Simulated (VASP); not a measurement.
# Sb (P6/mmm) in VASP: further runs

The runs below take Sb through single point, with RPBE.

All numbers are computed with VASP 6.6.1; they aren't measurements. Logs are shortened: lines on timing, memory, paths and dates and some standing lists are left out, and cuts for length are marked.

## 1. The cell of the first run

The structure is hexagonal, space group P6/mmm (No. 191). Conventional cell: a = 5.247 Å, b = 5.247 Å, c = 3.129 Å, α = 90.00°, β = 90.00°, γ = 120.00°. Within 4.1 Å of Sb (site symmetry 6/mmm) lie 14 Sb at 3.13 to 3.41 Å. Within 4.0 Å of Sb (site symmetry -6m2) lie 11 Sb at 3.03 to 3.41 Å.

This isn't the form of Sb at room conditions, which is rhombohedral.

## 2. Single point, RPBE (24.87 Å³/atom)

The input, INCAR:

```
SYSTEM = Sb
ALGO = Normal
EDIFF = 1E-6
ENCUT = 520
GGA = RP
ISIF = 2
ISMEAR = -1
LASPH = .True.
LCHARG = .False.
LREAL = .False.
LWAVE = .False.
NBANDS = 14
NELM = 80
PREC = Accurate
SIGMA = 0.1
```

The input, KPOINTS:

```
k-points
0
Gamma
  8 8 11
  0 0 0
```

The input, POSCAR:

```
Sb
1.0
    5.2470173225      0.0000000000      0.0000000000
   -2.6235086612      4.5440502954      0.0000000000
    0.0000000000      0.0000000000      3.1289204907
Sb
3
Direct
    0.0000000000      0.0000000000      0.0000000000
    0.3333333333      0.6666666667      0.5000000000
    0.6666666667      0.3333333333      0.5000000000
```

Potentials or basis: VASP PAW PBE potentials, release 64 (Sb).

Launch:

```console
cat potpaw_PBE.64/Sb/POTCAR > POTCAR
mpirun -np 1 vasp_std > vasp.out
```

OUTCAR:

```text
SYSTEM = Sb
   EDIFF = 1E-6
   ENCUT = 520
   GGA = RP
   ISIF = 2
   ISMEAR = -1
   LASPH = .True.
   LREAL = .False.
   NELM = 80
   PREC = Accurate

 ion  position               nearest neighbor table
   1  0.000  0.000  0.000-   2 3.41   3 3.41   2 3.41   3 3.41   2 3.41   2 3.41   3 3.41   3 3.41
                             3 3.41   3 3.41   2 3.41   2 3.41
   2  0.333  0.667  0.500-   3 3.03   3 3.03   3 3.03   1 3.41   1 3.41   1 3.41   1 3.41   1 3.41
                             1 3.41
   3  0.667  0.333  0.500-   2 3.03   2 3.03   2 3.03   1 3.41   1 3.41   1 3.41   1 3.41   1 3.41
                             1 3.41

  LATTYP: Found a hexagonal cell.
 ALAT       =     5.2470173225
 C/A-ratio  =     0.5963236442

  Lattice vectors:

 A1 = (   5.2470173225,   0.0000000000,   0.0000000000)
 A2 = (  -2.6235086612,   4.5440502954,   0.0000000000)
 A3 = (   0.0000000000,   0.0000000000,   3.1289204907)

Analysis of symmetry for initial positions (statically):
=====================================================================
 Subroutine PRICEL returns:
 Original cell was already a primitive cell.

 Routine SETGRP: Setting up the symmetry group for a
 hexagonal supercell.

 Subroutine GETGRP returns: Found 24 space group operations
 (whereof 24 operations were pure point group operations)
 out of a pool of 24 trial point group operations.

The static configuration has the point symmetry D_6h.

Analysis of symmetry for dynamics (positions and initial velocities):
=====================================================================
 Subroutine PRICEL returns:
 Original cell was already a primitive cell.

 Routine SETGRP: Setting up the symmetry group for a
 hexagonal supercell.

 Subroutine GETGRP returns: Found 24 space group operations
 (whereof 24 operations were pure point group operations)
 out of a pool of 24 trial point group operations.

The dynamic configuration has the point symmetry D_6h.

 Subroutine INISYM returns: Found 24 space group operations
 (whereof 24 operations are pure point group operations),
 and found     1 'primitive' translations

----------------------------------------------------------------------------------------

                                     Primitive cell

  volume of cell :      74.6019

  direct lattice vectors                    reciprocal lattice vectors
     5.247017322  0.000000000  0.000000000     0.190584467  0.110033993  0.000000000
    -2.623508661  4.544050295  0.000000000     0.000000000  0.220067987  0.000000000
     0.000000000  0.000000000  3.128920491     0.000000000  0.000000000  0.319599045

  length of vectors
     5.247017322  5.247017322  3.128920491     0.220067987  0.220067987  0.319599045

  position of ions in fractional coordinates (direct lattice)
     0.000000000  0.000000000  0.000000000
     0.333333333  0.666666667  0.500000000
     0.666666667  0.333333333  0.500000000

  ion indices of the primitive-cell ions
   primitive index   ion index
                 1           1
                 2           2
                 3           3

----------------------------------------------------------------------------------------

 KPOINTS: k-points

Automatic generation of k-mesh.
 Grid dimensions read from file:
 generate k-points for:    8    8   11

 Generating k-lattice:

  Cartesian coordinates                     Fractional coordinates (reciprocal lattice)
     0.023823058  0.013754249  0.000000000     0.125000000  0.000000000  0.000000000
     0.000000000  0.027508498  0.000000000     0.000000000  0.125000000  0.000000000
     0.000000000  0.000000000  0.029054459     0.000000000  0.000000000  0.090909091

  Length of vectors
     0.027508498  0.027508498  0.029054459

  Shift w.r.t. Gamma in fractional coordinates (k-lattice)
     0.000000000  0.000000000  0.000000000

 Subroutine IBZKPT returns following result:
 ===========================================

 Found     60 irreducible k-points:

 Following reciprocal coordinates:
            Coordinates               Weight
  0.000000  0.000000  0.000000      1.000000
  0.125000  0.000000  0.000000      6.000000
  0.250000  0.000000  0.000000      6.000000
  0.375000  0.000000  0.000000      6.000000
  0.500000  0.000000  0.000000      3.000000
  0.125000  0.125000  0.000000      6.000000
[... 16 lines left out ...]
  0.250000  0.000000  0.181818     12.000000
  0.375000  0.000000  0.181818     12.000000
 [... further k-points ...]
   k-points           NKPTS =     60   k-points in BZ     NKDIM =     60   number of bands    NBANDS=     14
   number of dos      NEDOS =    301   number of ions     NIONS =      3
   total plane-waves  NPLWV =  38400
   dimension x,y,z NGX =    40 NGY =   40 NGZ =   24
   dimension x,y,z NGXF=    80 NGYF=   80 NGZF=   48
   ions per type =               3
   NGX,Y,Z   is equivalent  to a cutoff of  12.67, 12.67, 12.75 a.u.
   NGXF,Y,Z  is equivalent  to a cutoff of  25.35, 25.35, 25.50 a.u.
 SYSTEM =  Sb
   PREC   = accura    normal or accurate (medium, high low for compatibility)
   ISTART =      0    job   : 0-new  1-cont  2-samecut
   ICHARG =      2    charge: 1-file 2-atom 10-const
   ISPIN  =      1    spin polarized calculation?
   LNONCOLLINEAR =      F non collinear calculations
   LSORBIT =      F    spin-orbit coupling
   LASPH  =      T    aspherical Exc in radial PAW
   ENCUT  =  520.0 eV  38.22 Ry    6.18 a.u.   9.76  9.76  5.82*2*pi/ulx,y,z
   NELM   =     80;   NELMIN=  2; NELMDL= -5     # of ELM steps
   EDIFF  = 0.1E-05   stopping-criterion for ELM
   LREAL  =      F    real-space projection
   EDIFFG = 0.1E-04   stopping-criterion for IOM
   NSW    =      0    number of steps for IOM
   IBRION =     -1    ionic relax: 0-MD 1-quasi-New 2-CG
   NFREE  =      0    steps in history (QN), initial steepest desc. (CG)
   ISIF   =      2    stress and relaxation
   ISYM   =      2    0-nonsym 1-usesym 2-fastsym
   POTIM  = 0.5000    time-step for ionic-motion
   TEBEG  =    0.0;   TEEND  =   0.0 temperature during run
   PSTRESS=    0.0 pullay stress
   NELECT =      15.0000    total number of electrons
   NUPDOWN=      -1.0000    fix difference up-down
   EMIN   =  10.00;   EMAX   =-10.00  energy-range for DOS
   EFERMI =   0.00;   METHOD = LEGACY
   ISMEAR =    -1;   SIGMA  =   0.10  broadening in eV -4-tet -1-fermi 0-gaus
   EFERMI_NEDOS =   21; number of points for ismear=-14 and -15
   IALGO  =     38    algorithm
   IMIX   =      4    mixing-type and parameters
     AMIX     =   0.40;   BMIX     =  1.00
     AMIX_MAG =   1.60;   BMIX_MAG =  1.00
  volume/ion in A,a.u.               =      24.87       167.81
  Fermi-wavevector in a.u.,A,eV,Ry     =   0.959081  1.812400 12.515128  0.919836
  Thomas-Fermi vector in A             =   2.088245
   LORBIT       =      0    0 simple, 1 ext, 2 COOP (PROOUT), +10 PAW based schemes
   GGA     = RP    functional components
   LHFCALC =     F    Hartree Fock is set to
   AEXX    =    0.0000 exact exchange contribution
   IVDW    =     0    specifies the selected vdW correction
   LEPSILON=     F    determine dielectric tensor
   LRPA    =     F    only Hartree local field effects (RPA)
 non-spin polarized calculation
  energy-cutoff  :      520.00
  volume of cell :       74.60
 maximum number of plane-waves:      2022
 NGX is ok and might be reduce to    40
   NGX = 19   NGY = 19   NGZ = 11

 number of electron      15.0000000 magnetization

 Free energy of the ion-electron system (eV)
  ---------------------------------------------------
  ext. energy  EPLUGINS =         0.00000000
  ---------------------------------------------------
  free energy    TOTEN  =       -10.32263503 eV

  energy without entropy =      -10.27141404  energy(sigma->0) =      -10.29702453

 E-fermi :   9.5826     XC(G=0): -10.5380

 val. band max:        9.5643801265   @ k =   0.3750   0.0000   0.1818
 cond. band min:       9.5892544187   @ k =   0.5000   0.0000   0.3636
 fundamental gap:      0.0248742922
 Fermi energy:         9.5826015010

 k-point     1 :       0.0000    0.0000    0.0000
  band No.  band energies     occupation
      1      -3.8984      2.00000
      2       1.4053      2.00000
      3       1.5938      2.00000
      4       5.2555      2.00000
      5       5.2555      2.00000
      6       5.5346      2.00000
      7       5.5346      2.00000
      8      11.4182      0.00000
      9      15.2688      0.00000
     10      15.7023      0.00000
     11      15.7023      0.00000
     12      16.1437      0.00000
     13      16.1825      0.00000
     14      20.2814      0.00000

 k-point     2 :       0.1250    0.0000    0.0000
  band No.  band energies     occupation
      1      -3.7828      2.00000
      2       1.0614      2.00000
      3       1.2786      2.00000
      4       4.5356      2.00000
      5       5.0750      2.00000
      6       6.4770      2.00000
      7       6.8172      2.00000
      8      11.5411      0.00000
      9      14.6988      0.00000
     10      15.2985      0.00000
     11      15.3862      0.00000
     12      15.8846      0.00000
     13      15.9807      0.00000
     14      19.5397      0.00000

 k-point     3 :       0.2500    0.0000    0.0000
  band No.  band energies     occupation
      1      -3.4367      2.00000
      2       0.0456      2.00000
      3       0.8946      2.00000
      4       3.9255      2.00000
      5       5.8464      2.00000
      6       7.7496      2.00000
      7       8.7408      1.99956
      8      11.9045      0.00000
      9      12.7848      0.00000
     10      14.1203      0.00000
     11      15.1345      0.00000
     12      15.6419      0.00000
     13      15.6550      0.00000
     14      18.4467      0.00000

 k-point     4 :       0.3750    0.0000    0.0000
  band No.  band energies     occupation
      1      -2.8637      2.00000
      2      -1.0753      2.00000
      3       0.6344      2.00000
      4       3.5547      2.00000
      5       7.1742      2.00000
      6       9.2063      1.95463
      7      10.6680      0.00004
      8      10.8548      0.00001
      9      12.4920      0.00000
     10      12.5169      0.00000
     11      14.1901      0.00000
     12      15.3782      0.00000
     13      16.1139      0.00000
     14      17.2344      0.00000

 k-point     5 :       0.5000    0.0000    0.0000
  band No.  band energies     occupation
      1      -2.1281      2.00000
      2      -2.0082      2.00000
      3       0.5434      2.00000
      4       3.4305      2.00000
      5       8.7195      1.99964
      6       8.9636      1.99591
      7      10.6622      0.00004
      8      10.9824      0.00000
      9      11.9600      0.00000
     10      13.2536      0.00000
     11      13.2918      0.00000
[... 276 lines left out ...]
 k-point    22 :       0.1250    0.0000    0.1818
  band No.  band energies     occupation
      1      -3.2742      2.00000
      2       1.4610      2.00000
      3       1.7418      2.00000
      4       5.0327      2.00000
      5       5.5339      2.00000
      6       6.9513      2.00000
      7       7.1927      2.00000
      8       8.1969      2.00000
      9      12.4632      0.00000
     10      12.6751      0.00000
     11      14.4636      0.00000
     12      14.4659      0.00000
     13      17.1270      0.00000
     14      17.3132      0.00000

 k-point    23 :       0.2500    0.0000    0.1818
  band No.  band energies     occupation
      1      -2.9293      2.00000
      2       0.5163      2.00000
      3       1.3337      2.00000
      4       4.4364      2.00000
      5       6.2088      2.00000
      6       8.1814      2.00000
      7       8.2599      2.00000
      8       9.3939      1.73680
      9      11.4143      0.00000
     10      12.2856      0.00000
     11      13.3572      0.00000
     12      13.7246      0.00000
     13      16.6462      0.00000
     14      17.6229      0.00000

 k-point    24 :       0.3750    0.0000    0.1818
  band No.  band energies     occupation
      1      -2.3591      2.00000
      2      -0.5834      2.00000
      3       1.0803      2.00000
      4       4.0722      2.00000
      5       7.3536      2.00000
      6       9.0398      1.99125
      7       9.5644      1.09086
      8       9.9367      0.05631
      9      11.4443      0.00000
     10      11.8165      0.00000
     11      12.0981      0.00000
     12      12.5895      0.00000
     13      15.8482      0.00000
     14      17.6991      0.00000

 [... further k-points ...]
[... 5 lines left out ...]
  --------------------------------------------------------------------------------------
  -------------------------------------------------------------------------------------
  Total        4.5740876      4.5740876      3.3352306      0.0000000      0.0000000      0.0000000
  in kB       98.2346960     98.2346960     71.6285730      0.0000000      0.0000000      0.0000000
  external PRESSURE =      89.3659883 kB  Pullay stress =       0.0000000 kB

 VOLUME and BASIS-vectors are now :
 -----------------------------------------------------------------------------
  energy-cutoff  :      520.00
  volume of cell :       74.60
      direct lattice vectors                 reciprocal lattice vectors
     5.247017322  0.000000000  0.000000000     0.190584467  0.110033993  0.000000000
    -2.623508661  4.544050295  0.000000000     0.000000000  0.220067987  0.000000000
     0.000000000  0.000000000  3.128920491     0.000000000  0.000000000  0.319599045

 POSITION                                       TOTAL-FORCE (eV/Angst)
 -----------------------------------------------------------------------------------
      0.00000      0.00000      0.00000        -0.000000      0.000000     -0.000000
     -0.00000      3.02937      1.56446         0.000000     -0.000000     -0.000000
      2.62351      1.51468      1.56446        -0.000000      0.000000      0.000000
 -----------------------------------------------------------------------------------
    total drift:                                0.000000     -0.000000      0.000000

  FREE ENERGIE OF THE ION-ELECTRON SYSTEM (eV)
  ---------------------------------------------------
  free  energy   TOTEN  =       -10.3226350270 eV

  energy  without entropy=      -10.2714140420  energy(sigma->0) =      -10.29702453
```

Run time: 17 s. Hardware: 1 thread of Intel Xeon 6975P-C (Granite Rapids), shared host; peak memory 0.2 GiB.

What came out:

```yaml
Free_energy: -10.3226 eV
Pressure: 8.9 GPa
Band_gap_on_the_k_mesh: zero (an odd number of electrons rules out a gap without spin polarisation)
```

Caveat: the cell stands under pressure; the PAW data sets were made with another functional, which shifts forces and pressure a little; spin-orbit coupling is left out, which moves the levels of the heavy elements.

(Part 1 of 2 ends here.)
